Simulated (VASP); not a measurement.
# Mg2S3 (R-3m) in VASP: a series of runs

Runs on Mg2S3. Level: PBE. Tasks: single point.

All numbers are computed with VASP 6.6.1; they aren't measurements. Logs are shortened: lines on timing, memory, paths and dates and some standing lists are left out, and cuts for length are marked.

## Step 1: The cell of the first run

The structure is trigonal, space group R-3m (No. 166). The conventional cell has a = 3.702 Å, b = 3.702 Å, c = 25.743 Å, α = 90.00°, β = 90.00°, γ = 120.00°. Within 3.4 Å of Mg (site symmetry 3m) lie 6 S at 2.60 to 2.74 Å. Within 3.6 Å of S (site symmetry -3m) lie 6 Mg at 2.74 Å. S (site symmetry 3m) has 3 Mg at 2.60 Å and 3 S at 3.07 Å within 3.4 Å.

## Step 2: Single point, PBE

Input file INCAR:

```
SYSTEM = Mg2S3
PREC = Accurate
ENCUT = 520
EDIFF = 1E-6
ISMEAR = 0
SIGMA = 0.1
LREAL = .FALSE.
LASPH = .TRUE.
NELM = 100
ALGO = Normal
ISIF = 2
LWAVE = .FALSE.
LCHARG = .FALSE.
GGA = PE
NBANDS = 19
```

Input file KPOINTS:

```
regular mesh
0
G
  6 6 6
  0 0 0
```

Input file POSCAR:

```
Mg2S3
1.0
    1.8511788776      1.0687786233      8.5811531184
   -1.8511788776      1.0687786233      8.5811531184
    0.0000000000     -2.1375572465      8.5811531184
Mg S
2 3
Direct
    0.4000000000      0.4000000000      0.4000000000
    0.6000000000      0.6000000000      0.6000000000
    0.0000000000      0.0000000000      0.0000000000
    0.2095000000      0.2095000000      0.2095000000
    0.7905000000      0.7905000000      0.7905000000
```

Potentials or basis: VASP PAW PBE potentials, release 64 (Mg, S).

On the command line:

```
$ cat potpaw_PBE.64/Mg/POTCAR potpaw_PBE.64/S/POTCAR > POTCAR
$ mpirun -np 1 vasp_std > vasp.out
```

OUTCAR:

```text
SYSTEM = Mg2S3
   PREC = Accurate
   ENCUT = 520
   EDIFF = 1E-6
   ISMEAR = 0
   LREAL = .FALSE.
   LASPH = .TRUE.
   NELM = 100
   ISIF = 2
   GGA = PE

 ion  position               nearest neighbor table
   1  0.400  0.400  0.400-   5 2.60   5 2.60   5 2.60   3 2.74   3 2.74   3 2.74
   2  0.600  0.600  0.600-   4 2.60   4 2.60   4 2.60   3 2.74   3 2.74   3 2.74
   3  0.000  0.000  0.000-   2 2.74   1 2.74   2 2.74   2 2.74   1 2.74   1 2.74
   4  0.209  0.209  0.209-   2 2.60   2 2.60   2 2.60
   5  0.791  0.791  0.791-   1 2.60   1 2.60   1 2.60

  LATTYP: Found a trigonal (rhomboedric) cell.
 ALAT       =     8.8433783038
 COS(alpha) =     0.9123624232

  Lattice vectors:

 A1 = (   1.8511788776,   1.0687786233,   8.5811531184)
 A2 = (  -1.8511788776,   1.0687786233,   8.5811531184)
 A3 = (   0.0000000000,  -2.1375572465,   8.5811531184)

Analysis of symmetry for initial positions (statically):
=====================================================================
 Subroutine PRICEL returns:
 Original cell was already a primitive cell.

 Routine SETGRP: Setting up the symmetry group for a
 trigonal (rhombohedral) supercell.

 Subroutine GETGRP returns: Found 12 space group operations
 (whereof 12 operations were pure point group operations)
 out of a pool of 12 trial point group operations.

The static configuration has the point symmetry D_3d.

Analysis of symmetry for dynamics (positions and initial velocities):
=====================================================================
 Subroutine PRICEL returns:
 Original cell was already a primitive cell.

 Routine SETGRP: Setting up the symmetry group for a
 trigonal (rhombohedral) supercell.

 Subroutine GETGRP returns: Found 12 space group operations
 (whereof 12 operations were pure point group operations)
 out of a pool of 12 trial point group operations.

The dynamic configuration has the point symmetry D_3d.

 Subroutine INISYM returns: Found 12 space group operations
 (whereof 12 operations are pure point group operations),
 and found     1 'primitive' translations

----------------------------------------------------------------------------------------

                                     Primitive cell

  volume of cell :     101.8669

  direct lattice vectors                    reciprocal lattice vectors
     1.851178878  1.068778623  8.581153118     0.270098155  0.155941243  0.038844818
    -1.851178878  1.068778623  8.581153118    -0.270098155  0.155941243  0.038844818
     0.000000000 -2.137557247  8.581153118     0.000000000 -0.311882485  0.038844818

  length of vectors
     8.843378304  8.843378304  8.843378304     0.314292228  0.314292228  0.314292228

  position of ions in fractional coordinates (direct lattice)
     0.400000000  0.400000000  0.400000000
     0.600000000  0.600000000  0.600000000
     0.000000000  0.000000000  0.000000000
     0.209500000  0.209500000  0.209500000
     0.790500000  0.790500000  0.790500000

  ion indices of the primitive-cell ions
   primitive index   ion index
                 1           1
                 2           2
                 3           3
                 4           4
                 5           5

----------------------------------------------------------------------------------------

 KPOINTS: regular mesh

Automatic generation of k-mesh.
 Grid dimensions read from file:
 generate k-points for:    6    6    6

 Generating k-lattice:

  Cartesian coordinates                     Fractional coordinates (reciprocal lattice)
     0.045016359  0.025990207  0.006474136     0.166666667  0.000000000 -0.000000000
    -0.045016359  0.025990207  0.006474136     0.000000000  0.166666667 -0.000000000
     0.000000000 -0.051980414  0.006474136     0.000000000  0.000000000  0.166666667

  Length of vectors
     0.052382038  0.052382038  0.052382038

  Shift w.r.t. Gamma in fractional coordinates (k-lattice)
     0.000000000  0.000000000  0.000000000

 Subroutine IBZKPT returns following result:
 ===========================================

 Found     32 irreducible k-points:

 Following reciprocal coordinates:
            Coordinates               Weight
  0.000000  0.000000  0.000000      1.000000
  0.166667  0.000000  0.000000      6.000000
  0.333333 -0.000000  0.000000      6.000000
  0.500000 -0.000000 -0.000000      3.000000
  0.166667  0.166667  0.000000      6.000000
  0.333333  0.166667 -0.000000     12.000000
[... 16 lines left out ...]
  0.500000  0.500000  0.166667      6.000000
 -0.333333  0.500000  0.166667     12.000000
 [... further k-points ...]
   k-points           NKPTS =     32   k-points in BZ     NKDIM =     32   number of bands    NBANDS=     19
   number of dos      NEDOS =    301   number of ions     NIONS =      5
   total plane-waves  NPLWV = 343000
   dimension x,y,z NGX =    70 NGY =   70 NGZ =   70
   dimension x,y,z NGXF=   140 NGYF=  140 NGZF=  140
   ions per type =               2   3
   NGX,Y,Z   is equivalent  to a cutoff of  13.16, 13.16, 13.16 a.u.
   NGXF,Y,Z  is equivalent  to a cutoff of  26.32, 26.32, 26.32 a.u.
 SYSTEM =  Mg2S3
   PREC   = accura    normal or accurate (medium, high low for compatibility)
   ISTART =      0    job   : 0-new  1-cont  2-samecut
   ICHARG =      2    charge: 1-file 2-atom 10-const
   ISPIN  =      1    spin polarized calculation?
   LNONCOLLINEAR =      F non collinear calculations
   LSORBIT =      F    spin-orbit coupling
   LASPH  =      T    aspherical Exc in radial PAW
   ENCUT  =  520.0 eV  38.22 Ry    6.18 a.u.  16.44 16.44 16.44*2*pi/ulx,y,z
   NELM   =    100;   NELMIN=  2; NELMDL= -5     # of ELM steps
   EDIFF  = 0.1E-05   stopping-criterion for ELM
   LREAL  =      F    real-space projection
   EDIFFG = 0.1E-04   stopping-criterion for IOM
   NSW    =      0    number of steps for IOM
   IBRION =     -1    ionic relax: 0-MD 1-quasi-New 2-CG
   NFREE  =      0    steps in history (QN), initial steepest desc. (CG)
   ISIF   =      2    stress and relaxation
   ISYM   =      2    0-nonsym 1-usesym 2-fastsym
   POTIM  = 0.5000    time-step for ionic-motion
   TEBEG  =    0.0;   TEEND  =   0.0 temperature during run
   PSTRESS=    0.0 pullay stress
   NELECT =      22.0000    total number of electrons
   NUPDOWN=      -1.0000    fix difference up-down
   EMIN   =  10.00;   EMAX   =-10.00  energy-range for DOS
   EFERMI =   0.00;   METHOD = LEGACY
   ISMEAR =     0;   SIGMA  =   0.10  broadening in eV -4-tet -1-fermi 0-gaus
   EFERMI_NEDOS =   21; number of points for ismear=-14 and -15
   IALGO  =     38    algorithm
   IMIX   =      4    mixing-type and parameters
     AMIX     =   0.40;   BMIX     =  1.00
     AMIX_MAG =   1.60;   BMIX_MAG =  1.00
  volume/ion in A,a.u.               =      20.37       137.49
  Fermi-wavevector in a.u.,A,eV,Ry     =   0.982211  1.856109 13.126058  0.964738
  Thomas-Fermi vector in A             =   2.113276
   LORBIT       =      0    0 simple, 1 ext, 2 COOP (PROOUT), +10 PAW based schemes
   GGA     = PE    functional components
   LHFCALC =     F    Hartree Fock is set to
   AEXX    =    0.0000 exact exchange contribution
   IVDW    =     0    specifies the selected vdW correction
   LEPSILON=     F    determine dielectric tensor
   LRPA    =     F    only Hartree local field effects (RPA)
 non-spin polarized calculation
 Gauss-broadening in eV      SIGMA  =   0.10
  energy-cutoff  :      520.00
  volume of cell :      101.87
 maximum number of plane-waves:      2765
 NGX is ok and might be reduce to    70
   NGX = 33   NGY = 33   NGZ = 33

 number of electron      22.0000002 magnetization

 Free energy of the ion-electron system (eV)
  ---------------------------------------------------
  ext. energy  EPLUGINS =         0.00000000
  ---------------------------------------------------
  free energy    TOTEN  =       -18.54804368 eV

  energy without entropy =      -18.52198910  energy(sigma->0) =      -18.53501639

 E-fermi :   2.6396     XC(G=0):  -9.2496

 val. band max:        2.6295216619   @ k =   0.5000   0.1667  -0.0000
 cond. band min:       2.6423336103   @ k =   0.3333   0.3333   0.3333
 fundamental gap:      0.0128119484
 Fermi energy:         2.6395946150

 k-point     1 :       0.0000    0.0000    0.0000
  band No.  band energies     occupation
      1      -9.8641      2.00000
      2      -9.0166      2.00000
      3      -8.4953      2.00000
      4      -0.8190      2.00000
      5      -0.4018      2.00000
      6       2.3351      1.99998
[... 11 lines left out ...]
     18      10.9499      0.00000
     19      11.0358      0.00000

 k-point     2 :       0.1667    0.0000    0.0000
  band No.  band energies     occupation
      1      -9.6451      2.00000
      2      -8.8716      2.00000
      3      -8.3756      2.00000
      4      -0.8141      2.00000
      5      -0.2374      2.00000
      6       1.3662      2.00000
[... 11 lines left out ...]
     18      10.7167      0.00000
     19      11.0944      0.00000

 k-point     3 :       0.3333   -0.0000    0.0000
  band No.  band energies     occupation
      1      -9.0929      2.00000
      2      -8.5434      2.00000
      3      -8.1829      2.00000
      4      -1.0499      2.00000
      5      -0.5843      2.00000
      6       0.0346      2.00000
[... 11 lines left out ...]
     18      10.4916      0.00000
     19      11.1006      0.00000

 k-point     4 :       0.5000   -0.0000   -0.0000
  band No.  band energies     occupation
      1      -8.6685      2.00000
      2      -8.3492      2.00000
      3      -8.2007      2.00000
      4      -1.3400      2.00000
      5      -1.0879      2.00000
      6      -0.6052      2.00000
[... 11 lines left out ...]
     18      10.1615      0.00000
     19      11.1182      0.00000

 k-point     5 :       0.1667    0.1667    0.0000
  band No.  band energies     occupation
      1      -9.6370      2.00000
      2      -8.9025      2.00000
      3      -8.3505      2.00000
      4      -0.8872      2.00000
      5      -0.1597      2.00000
      6       1.3790      2.00000
[... 11 lines left out ...]
     18      10.7030      0.00000
     19      10.9131      0.00000

 k-point     6 :       0.3333    0.1667   -0.0000
  band No.  band energies     occupation
      1      -9.2422      2.00000
      2      -8.6734      2.00000
      3      -8.1868      2.00000
      4      -0.8122      2.00000
      5      -0.3535      2.00000
      6       0.3789      2.00000
[... 11 lines left out ...]
     18      10.2877      0.00000
     19      10.6691      0.00000

 k-point     7 :       0.5000    0.1667   -0.0000
  band No.  band energies     occupation
      1      -8.6925      2.00000
      2      -8.3794      2.00000
      3      -8.1538      2.00000
      4      -1.0126      2.00000
      5      -0.8313      2.00000
      6      -0.3583      2.00000
[... 11 lines left out ...]
     18      10.9954      0.00000
     19      11.2138      0.00000

 k-point     8 :      -0.3333    0.1667   -0.0000
  band No.  band energies     occupation
      1      -8.7065      2.00000
      2      -8.3418      2.00000
      3      -8.1767      2.00000
      4      -1.0756      2.00000
      5      -0.8475      2.00000
      6      -0.3690      2.00000
[... 256 lines left out ...]
 k-point    20 :       0.5000    0.3333    0.1667
  band No.  band energies     occupation
      1      -9.1923      2.00000
      2      -8.7912      2.00000
      3      -8.1136      2.00000
      4      -0.7992      2.00000
      5      -0.2315      2.00000
      6       0.2727      2.00000
[... 11 lines left out ...]
     18      10.3444      0.00000
     19      10.9193      0.00000

 k-point    21 :      -0.3333    0.3333    0.1667
  band No.  band energies     occupation
      1      -8.6668      2.00000
      2      -8.4325      2.00000
      3      -8.1272      2.00000
      4      -0.9302      2.00000
      5      -0.8883      2.00000
      6      -0.1719      2.00000
[... 11 lines left out ...]
     18      10.6168      0.00000
     19      11.1731      0.00000

 k-point    22 :      -0.1667    0.3333    0.1667
  band No.  band energies     occupation
      1      -8.6998      2.00000
      2      -8.3630      2.00000
      3      -8.1622      2.00000
      4      -1.1099      2.00000
      5      -0.8227      2.00000
      6      -0.3456      2.00000
[... 11 lines left out ...]
     18      10.8478      0.00000
     19      11.2171      0.00000

 k-point    23 :       0.5000    0.5000    0.1667
  band No.  band energies     occupation
      1      -9.0238      2.00000
      2      -8.7036      2.00000
      3      -8.0877      2.00000
      4      -0.7564      2.00000
      5      -0.5783      2.00000
      6      -0.3441      2.00000
[... 11 lines left out ...]
     18      10.8504      0.00000
     19      11.1254      0.00000

 k-point    24 :      -0.3333    0.5000    0.1667
  band No.  band energies     occupation
      1      -8.6562      2.00000
      2      -8.4515      2.00000
      3      -8.1188      2.00000
      4      -1.0360      2.00000
      5      -0.7739      2.00000
      6      -0.1272      2.00000
[... 11 lines left out ...]
     18      10.5674      0.00000
     19      10.8810      0.00000

 [... further k-points ...]
[... 5 lines left out ...]
  --------------------------------------------------------------------------------------
  -------------------------------------------------------------------------------------
  Total       -1.6601582     -1.6601582     -4.6800817      0.0000000     -0.0000000      0.0000000
  in kB      -26.1112104    -26.1112104    -73.6090096      0.0000000     -0.0000000      0.0000000
  external PRESSURE =     -41.9438101 kB  Pullay stress =       0.0000000 kB

 VOLUME and BASIS-vectors are now :
 -----------------------------------------------------------------------------
  energy-cutoff  :      520.00
  volume of cell :      101.87
      direct lattice vectors                 reciprocal lattice vectors
     1.851178878  1.068778623  8.581153118     0.270098155  0.155941243  0.038844818
    -1.851178878  1.068778623  8.581153118    -0.270098155  0.155941243  0.038844818
     0.000000000 -2.137557247  8.581153118     0.000000000 -0.311882485  0.038844818

 POSITION                                       TOTAL-FORCE (eV/Angst)
 -----------------------------------------------------------------------------------
      0.00000      0.00000     10.29738         0.000000     -0.000000     -0.293049
      0.00000      0.00000     15.44608         0.000000      0.000000      0.293049
      0.00000      0.00000      0.00000         0.000000      0.000000      0.000000
      0.00000      0.00000      5.39325         0.000000      0.000000      0.171844
      0.00000      0.00000     20.35020         0.000000     -0.000000     -0.171844
 -----------------------------------------------------------------------------------
    total drift:                               -0.000000      0.000000      0.000000

  FREE ENERGIE OF THE ION-ELECTRON SYSTEM (eV)
  ---------------------------------------------------
  free  energy   TOTEN  =       -18.5480436803 eV

  energy  without entropy=      -18.5219890986  energy(sigma->0) =      -18.53501639
```

It took 4.2 min on 1 thread of Intel Xeon 6975P-C (Granite Rapids), shared host; peak memory 0.65 GiB.

What came out:

* Free energy: -18.5480 eV
* Pressure: -4.2 GPa
* Largest force: 0.293 eV/Å
* Band gap on the k mesh: zero (band 11 reaches 3.04 eV, above the bottom of band 12 at 2.42 eV)

Forces in eV/Å, atoms in the order of the input:
```
Mg   0.000  0.000 -0.293
Mg   0.000  0.000  0.293
S    0.000  0.000  0.000
S    0.000  0.000  0.172
S    0.000  0.000 -0.172
```

Stress tensor (GPa, compression positive):
```
-2.61  0.00  0.00
 0.00 -2.61  0.00
 0.00  0.00 -7.36
```

## Step 3: Single point, PBE

This run uses another cell than the first one, of 19.21 Å³/atom, 0.943 times its volume.

Input file INCAR:

```
ALGO     = Normal         # electronic algorithm
EDIFF    = 1E-6           # SCF threshold, eV
ENCUT    = 520            # plane-wave cutoff, eV
GGA      = PE             # functional
ISIF     = 2              # what is computed and relaxed
ISMEAR   = 0              # smearing method
LASPH    = True           # aspherical terms in the spheres
LCHARG   = True           # write CHGCAR
LELF     = True           # ELF
LREAL    = False          # projectors in reciprocal space
LVHAR    = True         
LWAVE    = False          # write WAVECAR
NBANDS   = 19             # bands
NELM     = 100            # most SCF steps
PREC     = Accurate       # precision mode
SIGMA    = 0.1            # smearing width, eV
```

Input file KPOINTS:

```
k-points
0
Gamma
  12 12 12
```

Input file POSCAR:

```
Mg2S3
1.0
    1.9268448883      1.1124644150      7.4700734243
   -1.9268448883      1.1124644150      7.4700734243
    0.0000000000     -2.2249288299      7.4700734243
Mg S
2 3
Direct
    0.4012820497      0.4012820497      0.4012820497
    0.5987179503      0.5987179503      0.5987179503
    0.0000000000      0.0000000000      0.0000000000
    0.2130522384      0.2130522384      0.2130522384
    0.7869477616      0.7869477616      0.7869477616
```

Potentials or basis: VASP PAW PBE potentials, release 64 (Mg, S).

On the command line:

```
$ cat potpaw_PBE.64/Mg/POTCAR potpaw_PBE.64/S/POTCAR > POTCAR
$ mpirun -np 1 vasp_std > vasp.out
```

Run time: 29 min. Hardware: 1 thread of AMD EPYC 7R13, shared host; peak memory 0.64 GiB.

It converged, with:

```yaml
Free_energy: -18.7810 eV
Pressure: -0.2 GPa
Largest_force: 0.014 eV/Å
Band_gap_on_the_k_mesh: zero (band 11 reaches 3.55 eV, above the bottom of band 12 at 3.04 eV)
```

Forces in eV/Å, atoms in the order of the input:
```
Mg   0.000  0.000 -0.002
Mg   0.000  0.000  0.002
S    0.000  0.000  0.000
S    0.000  0.000  0.014
S    0.000  0.000 -0.014
```

Stress tensor (GPa, compression positive):
```
-0.23  0.00  0.00
 0.00 -0.23  0.00
 0.00  0.00 -0.16
```

Levels at points of the mesh, in eV from the Fermi level:
```csv
k point,band 9,band 10,band 11,band 12,band 13,band 14
"(0.00, 0.00, 0.00)",-1.00,-0.12,-0.12,0.96,3.88,5.02
"(0.50, 0.00, 0.00)",-1.51,-1.15,-0.07,0.04,3.62,5.43
"(0.50, 0.50, 0.00)",-1.17,-0.97,-0.52,0.01,3.49,4.84
"(0.50, 0.50, 0.50)",-0.65,-0.51,-0.27,-0.27,3.92,5.62
```
